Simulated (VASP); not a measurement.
# Si5H26C2 in VASP: notebook

Runs on Si5H26C2. Level: PBE+D3(BJ). Tasks: single point.

All numbers are computed with VASP 6.6.1; they aren't measurements. Logs are shortened: lines on timing, memory, paths and dates and some standing lists are left out, and cuts for length are marked.

### Step 1. The cell of the first run

The cell holds an amorphous packing of atoms, 33 atoms: a = 8.203 Å, b = 8.203 Å, c = 8.203 Å, α = 90.00°, β = 90.00°, γ = 90.00°.

### Step 2. Single point, PBE+D3(BJ)

INCAR reads:

```
  ALGO = Normal
  EDIFF = 1E-7
  ENCUT = 520
  GGA = PE
  ISIF = 2
  ISMEAR = -1
  IVDW = 12
  LASPH = T
  LCHARG = T
  LELF = T
  LREAL = Auto
  LVHAR = T
  LWAVE = F
  NBANDS = 49
  NELM = 100
  PREC = Accurate
  SIGMA = 0.05
```

KPOINTS reads:

```
k-points
0
Gamma
  1 1 1
```

POSCAR reads:

```
Si5H26C2
1.0
    8.2031320000      0.0000000000      0.0000000000
    0.0000000000      8.2031320000      0.0000000000
    0.0000000000      0.0000000000      8.2031320000
C H Si
2 26 5
Direct
    0.8926999915      0.6588572039      0.2109933304
    0.9852114426      0.8148486471      0.2518604101
    0.8784596164      0.6434192281      0.0787784251
    0.9559206615      0.5501872703      0.2575811265
    0.7697346883      0.6590105654      0.2643621758
    0.9996906389      0.8307033591      0.3840744690
    1.1077439689      0.8141149038      0.1977309101
    0.9217681063      0.9233382488      0.2053107263
    0.8253408515      0.5434747482      0.8193061516
    0.7440898611      0.2685840557      0.8912117113
    0.5932023015      0.4173750344      0.6823963557
    0.8679330200      0.3213811767      0.6267131548
    0.3719878291      0.2603376956      0.4562255644
    0.1815610571      0.4310089987      0.6072938977
    0.0801710342      0.2436901377      0.3979754192
    0.1863310018      0.1344950807      0.6522583100
    0.1114479739      0.4486004005     -0.0978177749
    0.4044926085      0.4036779993     -0.0615951092
    0.2717838840      0.6343084777      0.0702116554
    0.2174059354      0.3587101097      0.1630018956
    0.7850427363      0.9622271265      0.7496776035
    0.5673045751      0.7585310031      0.7753065916
    0.5531852230      0.9664574653      0.5638579904
    0.7565511679      0.7492121662      0.5456257539
    0.4042845166      0.1342325214      0.1990318591
    0.7003360003      0.1439116127      0.2180430800
    0.5574786576     -0.1163327646      0.2387723723
    0.5693003021      0.0264083305     -0.0213051787
    0.7573483744      0.3878584412      0.7549727298
    0.2048545868      0.2679658984      0.5284590566
    0.2509834089      0.4615576179      0.0178820715
    0.6652923497      0.8585793585      0.6594411224
    0.5580400289      0.0468566813      0.1587682427
```

Potentials or basis: VASP PAW PBE potentials, release 64 (C, H, Si).

Command:

```
> cat potpaw_PBE.64/C/POTCAR potpaw_PBE.64/H/POTCAR potpaw_PBE.64/Si/POTCAR > POTCAR
> mpirun -np 1 vasp_gam > vasp.out
```

OUTCAR:

```text
EDIFF = 1E-7
   ENCUT = 520
   GGA = PE
   ISIF = 2
   ISMEAR = -1
   IVDW = 12
   LASPH = T
   LREAL = Auto
   NELM = 100
   PREC = Accurate
 IVDW          = 12

 ion  position               nearest neighbor table
   1  0.893  0.659  0.211-   3 1.10   5 1.10   4 1.10   2 1.53
   2  0.985  0.815  0.252-   6 1.10   7 1.10   8 1.10   1 1.53
   3  0.878  0.643  0.079-   1 1.10
   4  0.956  0.550  0.258-   1 1.10
   5  0.770  0.659  0.264-   1 1.10
   6  1.000  0.831  0.384-   2 1.10
   7  0.108  0.814  0.198-   2 1.10
   8  0.922  0.923  0.205-   2 1.10
[... 18 lines left out ...]
  27  0.557  0.884  0.239-  33 1.49
  28  0.569  0.026  0.979-  33 1.49
  29  0.757  0.388  0.755-  10 1.49   9 1.49  11 1.49  12 1.49
  30  0.205  0.268  0.528-  15 1.49  13 1.49  14 1.50  16 1.50
  31  0.251  0.462  0.018-  20 1.48  19 1.49  17 1.49  18 1.50
  32  0.665  0.859  0.659-  22 1.49  21 1.50  24 1.50  23 1.50
  33  0.558  0.047  0.159-  25 1.49  28 1.49  27 1.49  26 1.49

  LATTYP: Found a simple cubic cell.
 ALAT       =     8.2031320000

  Lattice vectors:

 A1 = (   8.2031320000,   0.0000000000,   0.0000000000)
 A2 = (   0.0000000000,   8.2031320000,   0.0000000000)
 A3 = (   0.0000000000,   0.0000000000,   8.2031320000)

Analysis of symmetry for initial positions (statically):
=====================================================================
 Subroutine PRICEL returns:
 Original cell was already a primitive cell.

 Routine SETGRP: Setting up the symmetry group for a
 simple cubic supercell.

 Subroutine GETGRP returns: Found  1 space group operations
 (whereof  1 operations were pure point group operations)
 out of a pool of 48 trial point group operations.

The static configuration has the point symmetry C_1 .

Analysis of symmetry for dynamics (positions and initial velocities):
=====================================================================
 Subroutine PRICEL returns:
 Original cell was already a primitive cell.

 Routine SETGRP: Setting up the symmetry group for a
 simple cubic supercell.

 Subroutine GETGRP returns: Found  1 space group operations
 (whereof  1 operations were pure point group operations)
 out of a pool of 48 trial point group operations.

The dynamic configuration has the point symmetry C_1 .

 Subroutine INISYM returns: Found  1 space group operations
 (whereof  1 operations are pure point group operations),
 and found     1 'primitive' translations

----------------------------------------------------------------------------------------

                                     Primitive cell

  volume of cell :     552.0000

  direct lattice vectors                    reciprocal lattice vectors
     8.203132000  0.000000000  0.000000000     0.121904658  0.000000000  0.000000000
     0.000000000  8.203132000  0.000000000     0.000000000  0.121904658  0.000000000
     0.000000000  0.000000000  8.203132000     0.000000000  0.000000000  0.121904658

  length of vectors
     8.203132000  8.203132000  8.203132000     0.121904658  0.121904658  0.121904658

  position of ions in fractional coordinates (direct lattice)
     0.892699992  0.658857204  0.210993330
     0.985211443  0.814848647  0.251860410
     0.878459616  0.643419228  0.078778425
     0.955920662  0.550187270  0.257581126
     0.769734688  0.659010565  0.264362176
     0.999690639  0.830703359  0.384074469
[... 25 lines left out ...]
     0.665292350  0.858579359  0.659441122
     0.558040029  0.046856681  0.158768243

  ion indices of the primitive-cell ions
   primitive index   ion index
                 1           1
                 2           2
                 3           3
                 4           4
                 5           5
                 6           6
[... 25 lines left out ...]
                32          32
                33          33

----------------------------------------------------------------------------------------

 KPOINTS: k-points

Automatic generation of k-mesh.
 Grid dimensions read from file:
 generate k-points for:    1    1    1

 Generating k-lattice:

  Cartesian coordinates                     Fractional coordinates (reciprocal lattice)
     0.121904658  0.000000000  0.000000000     1.000000000  0.000000000  0.000000000
     0.000000000  0.121904658  0.000000000     0.000000000  1.000000000  0.000000000
     0.000000000  0.000000000  0.121904658     0.000000000  0.000000000  1.000000000

  Length of vectors
     0.121904658  0.121904658  0.121904658

  Shift w.r.t. Gamma in fractional coordinates (k-lattice)
     0.000000000  0.000000000  0.000000000

 Subroutine IBZKPT returns following result:
 ===========================================

 Found      1 irreducible k-points:

 Following reciprocal coordinates:
            Coordinates               Weight
  0.000000  0.000000  0.000000      1.000000
   k-points           NKPTS =      1   k-points in BZ     NKDIM =      1   number of bands    NBANDS=     49
   number of dos      NEDOS =    301   number of ions     NIONS =     33
   total plane-waves  NPLWV = 262144
   dimension x,y,z NGX =    64 NGY =   64 NGZ =   64
   dimension x,y,z NGXF=   128 NGYF=  128 NGZF=  128
   ions per type =               2  26   5
   NGX,Y,Z   is equivalent  to a cutoff of  12.97, 12.97, 12.97 a.u.
   NGXF,Y,Z  is equivalent  to a cutoff of  25.94, 25.94, 25.94 a.u.
 SYSTEM =  unknown system
   PREC   = accura    normal or accurate (medium, high low for compatibility)
   ISTART =      0    job   : 0-new  1-cont  2-samecut
   ICHARG =      2    charge: 1-file 2-atom 10-const
   ISPIN  =      1    spin polarized calculation?
   LNONCOLLINEAR =      F non collinear calculations
   LSORBIT =      F    spin-orbit coupling
   LASPH  =      T    aspherical Exc in radial PAW
   ENCUT  =  520.0 eV  38.22 Ry    6.18 a.u.  15.25 15.25 15.25*2*pi/ulx,y,z
   NELM   =    100;   NELMIN=  2; NELMDL= -5     # of ELM steps
   EDIFF  = 0.1E-06   stopping-criterion for ELM
   LREAL  =      T    real-space projection
   EDIFFG = 0.1E-05   stopping-criterion for IOM
   NSW    =      0    number of steps for IOM
   IBRION =     -1    ionic relax: 0-MD 1-quasi-New 2-CG
   NFREE  =      0    steps in history (QN), initial steepest desc. (CG)
   ISIF   =      2    stress and relaxation
   ISYM   =      2    0-nonsym 1-usesym 2-fastsym
   POTIM  = 0.5000    time-step for ionic-motion
   TEBEG  =    0.0;   TEEND  =   0.0 temperature during run
   PSTRESS=    0.0 pullay stress
   NELECT =      54.0000    total number of electrons
   NUPDOWN=      -1.0000    fix difference up-down
   EMIN   =  10.00;   EMAX   =-10.00  energy-range for DOS
[... 5 lines left out ...]
     AMIX     =   0.40;   BMIX     =  1.00
     AMIX_MAG =   1.60;   BMIX_MAG =  1.00
  volume/ion in A,a.u.               =      16.73       112.88
  Fermi-wavevector in a.u.,A,eV,Ry     =   0.754327  1.425472  7.741843  0.569009
  Thomas-Fermi vector in A             =   1.851969
   LORBIT       =      0    0 simple, 1 ext, 2 COOP (PROOUT), +10 PAW based schemes
   GGA     = PE    functional components
   LHFCALC =     F    Hartree Fock is set to
   AEXX    =    0.0000 exact exchange contribution
   IVDW    =    12    specifies the selected vdW correction
   LEPSILON=     F    determine dielectric tensor
   LRPA    =     F    only Hartree local field effects (RPA)
 non-spin polarized calculation
  energy-cutoff  :      520.00
  volume of cell :      552.00
 maximum number of plane-waves:      7398
 NGX is ok and might be reduce to    64
   NGX = 31   NGY = 31   NGZ = 31

 number of electron      54.0000000 magnetization

 Free energy of the ion-electron system (eV)
  ---------------------------------------------------
  ext. energy  EPLUGINS =         0.00000000
  ---------------------------------------------------
  free energy    TOTEN  =      -134.96935553 eV

  energy without entropy =     -134.96935553  energy(sigma->0) =     -134.96935553

 E-fermi :  -3.7190     XC(G=0):  -5.4913

 val. band max:       -4.9227182583   @ k =   0.0000   0.0000   0.0000
 cond. band min:       1.5175055519   @ k =   0.0000   0.0000   0.0000
 fundamental gap:      6.4402238102
 Fermi energy:        -3.7190127639

 k-point     1 :       0.0000    0.0000    0.0000
  band No.  band energies     occupation
      1     -15.7391      2.00000
      2     -12.2162      2.00000
      3     -11.0049      2.00000
      4     -10.6777      2.00000
      5     -10.5581      2.00000
      6     -10.4176      2.00000
[... 31 lines left out ...]
     38       3.1657      0.00000
     39       3.1907      0.00000
 [bands above 39 left out]

------------------------ aborting loop because EDIFF is reached ----------------------------------------

 Edisp (eV)   -1.25642

 E8    (eV) :    -0.3497

  FORCE on cell =-STRESS in cart. coord.  units (eV):
  Direction    XX          YY          ZZ          XY          YZ          ZX
  --------------------------------------------------------------------------------------
  -------------------------------------------------------------------------------------
  Total      -1.11883    -0.69093    -0.01367    -0.48081     0.08983    -0.42435
  in kB      -3.24739    -2.00541    -0.03969    -1.39554     0.26074    -1.23168
  external pressure =       -1.76 kB  Pullay stress =        0.00 kB

 VOLUME and BASIS-vectors are now :
 -----------------------------------------------------------------------------
  energy-cutoff  :      520.00
  volume of cell :      552.00
      direct lattice vectors                 reciprocal lattice vectors
     8.203132000  0.000000000  0.000000000     0.121904658  0.000000000  0.000000000
     0.000000000  8.203132000  0.000000000     0.000000000  0.121904658  0.000000000
     0.000000000  0.000000000  8.203132000     0.000000000  0.000000000  0.121904658

 POSITION                                       TOTAL-FORCE (eV/Angst)
 -----------------------------------------------------------------------------------
      7.32294      5.40469      1.73081        -0.028484     -0.056014      0.015487
      8.08182      6.68431      2.06604         0.031374      0.063727     -0.027340
      7.20612      5.27805      0.64623         0.005103      0.005094     -0.024445
      7.84154      4.51326      2.11297         0.001839      0.000125      0.014180
      6.31424      5.40595      2.16860         0.010647     -0.000356      0.003909
      8.20059      6.81437      3.15061        -0.003686      0.000753      0.021948
[... 25 lines left out ...]
      5.45748      7.04304      5.40948         0.014839      0.029615     -0.069920
      4.57768      0.38437      1.30240        -0.013121      0.004420     -0.008427
 -----------------------------------------------------------------------------------
    total drift:                                0.001826     -0.002655     -0.001181

  FREE ENERGIE OF THE ION-ELECTRON SYSTEM (eV)
  ---------------------------------------------------
  free  energy   TOTEN  =      -136.2257803804 eV

  energy  without entropy=     -136.2257803803  energy(sigma->0) =     -136.22578038
```

Run time: 37 s. Hardware: 1 thread of AMD EPYC 9R45 (Zen 5), shared host; peak memory 0.51 GiB.

What came out:

```yaml
Free_energy: -136.2258 eV
Pressure: -0.2 GPa
Largest_force: 0.162 eV/Å
Band_gap_on_the_k_mesh: 6.44 eV
Dispersion_energy_per_atom: -0.038 eV
```

Forces on the atoms (eV/Å):
```
C   -0.028 -0.056  0.015
C    0.031  0.064 -0.027
H    0.005  0.005 -0.024
H    0.002  0.000  0.014
H    0.011  0.000  0.004
H   -0.004  0.001  0.022
H    0.001  0.013  0.019
H    0.004 -0.001  0.015
H    0.001 -0.001 -0.032
H    0.019  0.026  0.010
H    0.036 -0.013  0.009
H   -0.018  0.012  0.022
H   -0.091 -0.018  0.058
H    0.005 -0.115 -0.086
H    0.053 -0.013  0.063
H    0.024  0.154 -0.043
H    0.056  0.032  0.019
H   -0.081  0.037  0.023
H    0.020 -0.007 -0.042
H   -0.009  0.012  0.023
H   -0.031 -0.090 -0.023
H    0.013  0.034 -0.026
H    0.064 -0.028  0.068
H   -0.125  0.052  0.048
H   -0.004 -0.038 -0.017
H   -0.048 -0.011 -0.009
H    0.014  0.002 -0.021
H   -0.015  0.009  0.015
Si  -0.020 -0.030 -0.023
Si   0.027 -0.073  0.023
Si   0.086  0.007 -0.018
Si   0.015  0.030 -0.070
Si  -0.013  0.004 -0.008
```

Caveat: the k points lie up to 0.77 Å⁻¹ apart.

### Step 3. Single point, PBE+D3(BJ)

INCAR reads:

```
SYSTEM = Si5H26C2
ALGO = Normal
EDIFF = 1E-6
ENCUT = 520
GGA = PE
ISIF = 2
ISMEAR = -1
IVDW = 12
LASPH = .True.
LCHARG = .False.
LREAL = Auto
LWAVE = .False.
NBANDS = 49
NELM = 60
PREC = Accurate
SIGMA = 0.05
```

KPOINTS reads:

```
k-points
0
Gamma
  1 1 1
  0 0 0
```

POSCAR reads:

```
Si5H26C2
1.0
    8.2031320000      0.0000000000      0.0000000000
    0.0000000000      8.2031320000      0.0000000000
    0.0000000000      0.0000000000      8.2031320000
C H Si
2 26 5
Direct
    0.8573554589      0.6080482430      0.2082984889
    0.9586582296      0.7633425867      0.1946207863
    0.7658050608      0.6070120534      0.1082879076
    0.9374224382      0.4987972886      0.2338375147
    0.7724001028      0.6244931814      0.3056149773
    1.0164288469      0.7708762946      0.3117955435
    1.0641423300      0.7485799326      0.1120669520
    0.8968403776      0.8691070679      0.1781027052
    0.7915391341      0.4976026230      0.6453876397
    0.8743977300      0.3462092284      0.9025820869
    0.6245175623      0.4362236278      0.8655840233
    0.7617334452      0.2017278279      0.6799354198
    0.3850480524      0.2610588248      0.6141800473
    0.1621210045      0.4302746805      0.5396353490
    0.2106756297      0.1759815641      0.3921916653
    0.0931473491      0.1748600413      0.6715483793
    0.1894764097      0.6608573408     -0.1170528525
    0.3411501851      0.4207295457     -0.0916966837
    0.3179029668      0.5658326600      0.1502840622
    0.0876494490      0.4281901108      0.0432639631
    0.7898812307      0.7124352016      0.5875073082
    0.5602859981      0.7167628169      0.7833471411
    0.6719506647      0.9685812687      0.7208588134
    0.5098662316      0.8223932030      0.4910563429
    0.4481580938     -0.0014872368      0.2449308386
    0.6385000266      0.1883548869      0.1178330423
    0.6346844108     -0.1198688501      0.0521508126
    0.4203394508      0.0551862386     -0.0267093105
    0.7498721220      0.3580461707      0.7692793435
    0.2045803969      0.2569506379      0.5533861944
    0.2300340894      0.5178509867     -0.0007436184
    0.6243956577      0.8116412122      0.6364032665
    0.5456574391      0.0299154030      0.0937324914
```

Potentials or basis: VASP PAW PBE potentials, release 64 (C, H, Si).

Command:

```
> cat potpaw_PBE.64/C/POTCAR potpaw_PBE.64/H/POTCAR potpaw_PBE.64/Si/POTCAR > POTCAR
> mpirun -np 1 vasp_gam > vasp.out
```

Wall time 29 s (1 thread of AMD EPYC 9R45 (Zen 5), shared host); peak memory 0.5 GiB.

Results (log left out):

```
Free energy                : -134.4640 eV
Pressure                   : 0.3 GPa
Largest force              : 4.144 eV/Å
Band gap on the k mesh     : 5.47 eV
Dispersion energy per atom : -0.038 eV
```

Forces on the atoms (eV/Å):
```
C   -0.339  0.411 -0.742
C    2.321 -3.330  0.834
H    0.787 -0.956 -0.361
H   -1.030  0.661 -0.604
H   -0.342 -0.069  1.335
H    0.588  0.480  0.931
H   -0.506  0.354 -0.247
H   -1.731  2.643 -0.832
H    0.064 -1.151  0.727
H    0.221 -0.069 -0.351
H   -1.244 -0.341  0.107
H   -0.633 -0.095  0.078
H   -0.919 -0.224 -0.143
H   -0.296  0.368 -0.147
H   -0.217 -0.095 -0.152
H    0.099 -0.060 -0.084
H    0.129 -0.512  0.686
H    0.798 -0.951 -0.694
H    0.002  0.271  0.074
H   -0.843 -0.569  0.197
H   -1.488  1.213  0.177
H   -0.158  0.117 -0.728
H   -0.260 -0.242 -0.638
H    0.293  0.072  0.527
H    0.225  0.025  0.069
H    0.055 -0.571 -0.132
H    0.447 -0.081 -0.056
H   -0.556  0.215 -0.889
Si   1.819  1.332 -0.522
Si   1.378 -0.006  0.484
Si   0.250  1.616 -0.438
Si   1.358 -0.917  0.534
Si  -0.275  0.463  1.000
```

Stress tensor (GPa, compression positive):
```
 0.33 -0.03 -0.37
-0.03  0.63  0.66
-0.37  0.66  0.07
```

Levels at points of the mesh, in eV from the valence-band top:
```tsv
k point	band 24	band 25	band 26	band 27	band 28	band 29	band 30	band 31
(0.00, 0.00, 0.00)	-0.83	-0.56	-0.48	0.00	5.47	5.56	6.03	6.14
```

Caveat: the k points lie up to 0.77 Å⁻¹ apart.

(Continued in part 2 of 2.)
